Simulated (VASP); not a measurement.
Runs of VASP 6.6.1 on Al. The structure is that of space group C2/c (No. 15), or close to it. The cells are those of the table. 

| cell | further INCAR settings | gap on the mesh (eV) | pressure (GPa) | largest force (eV/Å) |
| --- | --- | --- | --- | --- |
| a = 2.814, b = 2.813, c = 4.869 Å, angles 91.8, 86.4, 120.0°, 2 atoms | ALGO = Fast; EDIFF = 1e-07; NBANDS = 10 | none | -4.2 | 0.03 |
| a = 2.813, b = 2.813, c = 4.868 Å, angles 88.6, 92.9, 120.0°, 2 atoms | ALGO = Fast; EDIFF = 1e-07; NBANDS = 10 | none | -4.3 | (a) |
| a = 2.815, b = 2.813, c = 4.872 Å, angles 92.5, 85.0, 120.0°, 2 atoms | ALGO = Fast; EDIFF = 1e-06; NBANDS = 10 | none | -4.1 | 0.05 |
| a = 2.814, b = 2.813, c = 4.870 Å, angles 92.1, 85.7, 120.0°, 2 atoms | ALGO = Fast; EDIFF = 1e-06; NBANDS = 10 | none | -4.2 | (c) |
| a = 2.816, b = 2.813, c = 4.873 Å, angles 87.1, 95.7, 120.0°, 2 atoms | ALGO = Fast; EDIFF = 1e-06; NBANDS = 10 | none | -3.9 | (b) |

Alike in all rows: task single point; level PBEsol+D3(BJ); potentials or basis VASP PAW PBE potentials, release 64 (Al); no spin polarisation; k mesh 18 × 18 × 10; cutoff (eV) 520; smearing gaussian 0.15 eV.

Problem. Estimate the missing entries.

Solution. (a) 0.02; (b) 0.07; (c) 0.04.

Caveats: the PAW data sets were made with another functional, which shifts forces and pressure a little; pairwise dispersion overbinds metals, which lowers pressure and volume.

A gap of «none» marks levels without a gap at the run's occupations.
